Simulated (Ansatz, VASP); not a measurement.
# CuO in VASP and in Ansatz

```xyz
4
Lattice="2.3446 -1.7134 0.0000 2.3446 1.7134 0.0000 -0.8605 0.0000 5.0594" Properties=species:S:1:pos:R:3 pbc="T T T"
Cu    1.1723    0.8457    0.0000
Cu    0.7420   -0.8457    2.5297
O     2.0724   -0.2841    1.2836
O     1.6421    0.2841    3.8133
```

Alike in both runs: task single point; functional PBEsol; k mesh 7 × 7 × 4; occupations gaussian, width 0.05 eV; collinear spin.

```csv
,VASP,Ansatz
version,VASP 6.6.1,Ansatz 0.2.0
potentials or method,"VASP PAW PBE potentials, release 64 (Cu_sv_GW, O), cutoff 820 eV","scalar-relativistic, plane waves, PAW"
valence electrons in the cell,50,50
```

|  | VASP | Ansatz | Ansatz less VASP |
| --- | --- | --- | --- |
| gap on the k mesh at the Fermi level (eV) | none | none | - |
| pressure (GPa) | -3.3 | -2.7 | +0.59 |
| traceless stress, the component that is largest in VASP (GPa) | 2.23 | 2.28 | +0.045 |
| rms of the force components (eV/Å) | 0.427 | 0.424 | -0.0031 |
| net moment per atom (μB) | 0.00 | 0.00 | -0.001 |

VASP's potentials were made for PBE, not for PBEsol. Atom by atom the forces differ by 0.006 eV/Å (rms over components). A gap of «none» marks a metal or a gap that the smearing closes. Ansatz's warnings: seeded moment not kept.
